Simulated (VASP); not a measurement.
# Ge (Fd-3m) in VASP: notebook

Ge is run at these levels: PBEsol; tasks: single point.

Everything below comes from runs of VASP 6.6.1. Logs are shortened: lines on timing, memory, paths and dates and some standing lists are left out, and cuts for length are marked.

**The experiment to reproduce.**

“Temperature-dependent photoluminescence in Ge: experiment and theory”, 2020, arxiv:2003.00143 reports, for a bulk crystal of Ge at 0 K: band gap 0.744 eV (indirect).

The results are compared with them further down.

### Step 1. The cell of the first run

It takes space group Fd-3m (No. 227, cubic). The conventional cell has a = 5.676 Å, b = 5.676 Å, c = 5.676 Å, α = 90.00°, β = 90.00°, γ = 90.00°. Within 3.2 Å of Ge (site symmetry -43m) lie 4 Ge at 2.46 Å.

### Step 2. Single point, PBEsol

The input, INCAR:

```
SYSTEM = Ge
  PREC = Accurate
  ENCUT = 520
  EDIFF = 1E-6
  ISMEAR = 0
  SIGMA = 0.1
  LREAL = .FALSE.
  LASPH = .TRUE.
  NELM = 60
  ALGO = Normal
  ISIF = 2
  LWAVE = .FALSE.
  LCHARG = .FALSE.
  GGA = PS
  NBANDS = 21
```

The input, KPOINTS:

```
Automatic mesh
0
G
  14 14 14
  0 0 0
```

The input, POSCAR:

```
Ge
1.0
    0.0000000000      2.8378616867      2.8378616867
    2.8378616867      0.0000000000      2.8378616867
    2.8378616867      2.8378616867      0.0000000000
Ge
2
Direct
    0.5000000000      0.5000000000      0.5000000000
    0.7500000000      0.7500000000      0.7500000000
```

Potentials or basis: VASP PAW PBE potentials, release 64 (Ge_d).

Command:

```console
$ cat potpaw_PBE.64/Ge_d/POTCAR > POTCAR
$ mpirun -np 1 vasp_std > vasp.out
```

OUTCAR:

```text
SYSTEM = Ge
   PREC = Accurate
   ENCUT = 520
   EDIFF = 1E-6
   ISMEAR = 0
   LREAL = .FALSE.
   LASPH = .TRUE.
   NELM = 60
   ISIF = 2
   GGA = PS

 ion  position               nearest neighbor table
   1  0.500  0.500  0.500-   2 2.46   2 2.46   2 2.46   2 2.46
   2  0.750  0.750  0.750-   1 2.46   1 2.46   1 2.46   1 2.46

  LATTYP: Found a face centered cubic cell.
 ALAT       =     5.6757233734

  Lattice vectors:

 A1 = (   0.0000000000,   2.8378616867,   2.8378616867)
 A2 = (   2.8378616867,   0.0000000000,   2.8378616867)
 A3 = (   2.8378616867,   2.8378616867,   0.0000000000)

Analysis of symmetry for initial positions (statically):
=====================================================================
 Subroutine PRICEL returns:
 Original cell was already a primitive cell.

 Routine SETGRP: Setting up the symmetry group for a
 face centered cubic supercell.

 Subroutine GETGRP returns: Found 48 space group operations
 (whereof 24 operations were pure point group operations)
 out of a pool of 48 trial point group operations.

The static configuration has the point symmetry T_d .
 The point group associated with its full space group is O_h .

Analysis of symmetry for dynamics (positions and initial velocities):
=====================================================================
 Subroutine PRICEL returns:
 Original cell was already a primitive cell.

 Routine SETGRP: Setting up the symmetry group for a
 face centered cubic supercell.

 Subroutine GETGRP returns: Found 48 space group operations
 (whereof 24 operations were pure point group operations)
 out of a pool of 48 trial point group operations.

The dynamic configuration has the point symmetry T_d .
 The point group associated with its full space group is O_h .

 Subroutine INISYM returns: Found 48 space group operations
 (whereof 24 operations are pure point group operations),
 and found     1 'primitive' translations

----------------------------------------------------------------------------------------

                                     Primitive cell

  volume of cell :      45.7092

  direct lattice vectors                    reciprocal lattice vectors
     0.000000000  2.837861687  2.837861687    -0.176188996  0.176188996  0.176188996
     2.837861687  0.000000000  2.837861687     0.176188996 -0.176188996  0.176188996
     2.837861687  2.837861687  0.000000000     0.176188996  0.176188996 -0.176188996

  length of vectors
     4.013342485  4.013342485  4.013342485     0.305168292  0.305168292  0.305168292
[... 73 lines left out ...]
   ISTART =      0    job   : 0-new  1-cont  2-samecut
   ICHARG =      2    charge: 1-file 2-atom 10-const
   ISPIN  =      1    spin polarized calculation?
   LNONCOLLINEAR =      F non collinear calculations
   LSORBIT =      F    spin-orbit coupling
   LASPH  =      T    aspherical Exc in radial PAW
   ENCUT  =  520.0 eV  38.22 Ry    6.18 a.u.   7.46  7.46  7.46*2*pi/ulx,y,z
   NELM   =     60;   NELMIN=  2; NELMDL= -5     # of ELM steps
   EDIFF  = 0.1E-05   stopping-criterion for ELM
   LREAL  =      F    real-space projection
[... 7 lines left out ...]
   TEBEG  =    0.0;   TEEND  =   0.0 temperature during run
   PSTRESS=    0.0 pullay stress
   NELECT =      28.0000    total number of electrons
   NUPDOWN=      -1.0000    fix difference up-down
   EMIN   =  10.00;   EMAX   =-10.00  energy-range for DOS
   EFERMI =   0.00;   METHOD = LEGACY
   ISMEAR =     0;   SIGMA  =   0.10  broadening in eV -4-tet -1-fermi 0-gaus
   EFERMI_NEDOS =   21; number of points for ismear=-14 and -15
   IALGO  =     38    algorithm
   IMIX   =      4    mixing-type and parameters
     AMIX     =   0.40;   BMIX     =  1.00
     AMIX_MAG =   1.60;   BMIX_MAG =  1.00
  volume/ion in A,a.u.               =      22.85       154.23
  Fermi-wavevector in a.u.,A,eV,Ry     =   1.390357  2.627393 26.301316  1.933092
  Thomas-Fermi vector in A             =   2.514300
   LORBIT       =      0    0 simple, 1 ext, 2 COOP (PROOUT), +10 PAW based schemes
   GGA     = PS    functional components
   LHFCALC =     F    Hartree Fock is set to
   AEXX    =    0.0000 exact exchange contribution
   IVDW    =     0    specifies the selected vdW correction
   LEPSILON=     F    determine dielectric tensor
   LRPA    =     F    only Hartree local field effects (RPA)
 non-spin polarized calculation
 Gauss-broadening in eV      SIGMA  =   0.10
  energy-cutoff  :      520.00
  volume of cell :       45.71
 maximum number of plane-waves:      1248
 NGX is ok and might be reduce to    30

 number of electron      28.0000014 magnetization

 Free energy of the ion-electron system (eV)
  ---------------------------------------------------
  ext. energy  EPLUGINS =         0.00000000
  ---------------------------------------------------
  free energy    TOTEN  =        -9.87459507 eV

  energy without entropy =       -9.87436112  energy(sigma->0) =       -9.87447809

 E-fermi :   4.7871     XC(G=0): -10.0840

 val. band max:        4.7692880313   @ k =   0.0000   0.0000   0.0000
 cond. band min:       4.8632773783   @ k =   0.5000   0.0000   0.0000
 fundamental gap:      0.0939893470
 Fermi energy:         4.7870812347

 k-point     1 :       0.0000    0.0000    0.0000
  band No.  band energies     occupation
      1     -19.9794      2.00000
      2     -19.9794      2.00000
      3     -19.9794      2.00000
      4     -19.9435      2.00000
      5     -19.9435      2.00000
      6     -19.7365      2.00000
[... 565 lines left out ...]
     20      13.9195      0.00000
     21      14.5088      0.00000

 [... further k-points ...]

------------------------ aborting loop because EDIFF is reached ----------------------------------------

  FORCE on cell =-STRESS in cart. coord.  units (eV):
  Direction    XX          YY          ZZ          XY          YZ          ZX
  --------------------------------------------------------------------------------------
  -------------------------------------------------------------------------------------
  Total       -0.1189888     -0.1189888     -0.1189888      0.0000000      0.0000000     -0.0000000
  in kB       -4.1707388     -4.1707388     -4.1707388      0.0000000      0.0000000     -0.0000000
  external PRESSURE =      -4.1707388 kB  Pullay stress =       0.0000000 kB

 VOLUME and BASIS-vectors are now :
 -----------------------------------------------------------------------------
  energy-cutoff  :      520.00
  volume of cell :       45.71
      direct lattice vectors                 reciprocal lattice vectors
     0.000000000  2.837861687  2.837861687    -0.176188996  0.176188996  0.176188996
     2.837861687  0.000000000  2.837861687     0.176188996 -0.176188996  0.176188996
     2.837861687  2.837861687  0.000000000     0.176188996  0.176188996 -0.176188996

 POSITION                                       TOTAL-FORCE (eV/Angst)
 -----------------------------------------------------------------------------------
      2.83786      2.83786      2.83786        -0.000000     -0.000000     -0.000000
      4.25679      4.25679      4.25679         0.000000      0.000000      0.000000
 -----------------------------------------------------------------------------------
    total drift:                                0.000000     -0.000000      0.000000

  FREE ENERGIE OF THE ION-ELECTRON SYSTEM (eV)
  ---------------------------------------------------
  free  energy   TOTEN  =        -9.8745950651 eV

  energy  without entropy=       -9.8743611246  energy(sigma->0) =       -9.87447809
```

It took 54 s on 1 thread of Intel Xeon Platinum 8488C (Sapphire Rapids), shared host; peak memory 0.22 GiB.

Results:

```yaml
Free_energy: -9.8746 eV
Pressure: -0.4 GPa
Band_gap_on_the_k_mesh: zero (filled and empty bands touch)
```

Levels at points of the mesh, in eV from the Fermi level:
| k point | band 10 | band 11 | band 12 | band 13 | band 14 | band 15 | band 16 | band 17 | band 18 | band 19 |
| --- | --- | --- | --- | --- | --- | --- | --- | --- | --- | --- |
| (0.00, 0.00, 0.00) | -24.51 | -12.74 | -0.11 | -0.02 | -0.02 | -0.02 | 2.51 | 2.51 | 2.51 | 6.18 |
| (0.50, 0.00, 0.00) | -24.48 | -10.67 | -7.60 | -1.41 | -1.41 | 0.08 | 3.69 | 3.69 | 6.94 | 10.35 |
| (0.50, 0.50, 0.00) | -24.47 | -8.88 | -8.88 | -3.07 | -3.07 | 0.66 | 0.66 | 9.40 | 9.40 | 11.40 |

Caveat: semilocal functionals underestimate gaps, and a narrow one can read as zero; the PAW data sets were made with another functional, which shifts forces and pressure a little.

### Step 3. Single point, PBEsol

This run uses another cell than the first one: it holds 4 atoms, not 2.

The input, INCAR:

```
SYSTEM = Ge
ALGO = Normal ; EDIFF = 1E-7
ENCUT = 520 ; GGA = PS
ISIF = 2 ; ISMEAR = 0
LASPH = .True. ; LCHARG = .False.
LREAL = .False. ; LWAVE = .False.
NBANDS = 36 ; NELM = 80
PREC = Accurate ; SIGMA = 0.15
```

The input, KPOINTS:

```
k-points
0
Gamma
  12 12 8
  0 0 0
```

The input, POSCAR:

```
Ge
1.0
    0.0000000000     -2.8378616867     -2.8378616867
    0.0000000000      2.8378616867     -2.8378616867
    5.6757233734      0.0000000000      0.0000000000
Ge
4
Direct
    0.5000000000      0.5000000000      0.0000000000
    0.0000000000      0.0000000000      0.5000000000
    0.0000000000      0.5000000000      0.2500000000
    0.5000000000      0.0000000000      0.7500000000
```

Potentials or basis: VASP PAW PBE potentials, release 64 (Ge_d).

Command:

```console
$ cat potpaw_PBE.64/Ge_d/POTCAR > POTCAR
$ mpirun -np 1 vasp_std > vasp.out
```

Run time: 4 min. Hardware: 1 thread of Intel Xeon Platinum 8488C (Sapphire Rapids), shared host; peak memory 0.41 GiB.

The run converged. Its results:

* Free energy: -19.7494 eV
* Pressure: -0.1 GPa
* Band gap on the k mesh: zero (filled and empty bands touch)

Levels at points of the mesh, in eV from the Fermi level:
```csv
k point,band 26,band 27,band 28,band 29,band 30,band 31
"(0.00, 0.00, 0.00)",-0.13,-0.04,-0.04,-0.04,0.64,0.64
"(0.50, 0.00, 0.00)",-3.90,-1.53,-1.53,1.86,1.86,4.71
"(0.50, 0.50, 0.00)",-3.09,-3.09,-3.09,0.64,0.64,0.64
"(0.00, 0.00, 0.50)",-2.06,-2.06,-2.06,0.91,0.91,2.63
"(0.50, 0.00, 0.50)",-1.43,-1.43,-1.43,0.05,0.05,3.67
"(0.50, 0.50, 0.50)",-3.93,-3.93,-3.93,4.21,4.21,4.21
```

Caveat: semilocal functionals underestimate gaps, and a narrow one can read as zero; the PAW data sets were made with another functional, which shifts forces and pressure a little.

### Step 4. Against experiment

Step 2. Against the measured gap of Ge, 0.744 eV (indirect; 0 K; “Temperature-dependent photoluminescence in Ge: experiment and theory”, 2020, arxiv:2003.00143), the calculated 0.00 eV is off by -0.74 eV. 3 values of this kind are on record (0.666 to 0.807 eV); this one was drawn at random among those near their median. Spin-orbit coupling on Ge is left out. The value is that of PBEsol on a finite k mesh, which can miss the band edges, without temperature or zero-point motion. Semilocal functionals fall short of measured gaps as a rule.

The gap in the log of VASP goes by the Fermi energy; the results here count the filled bands.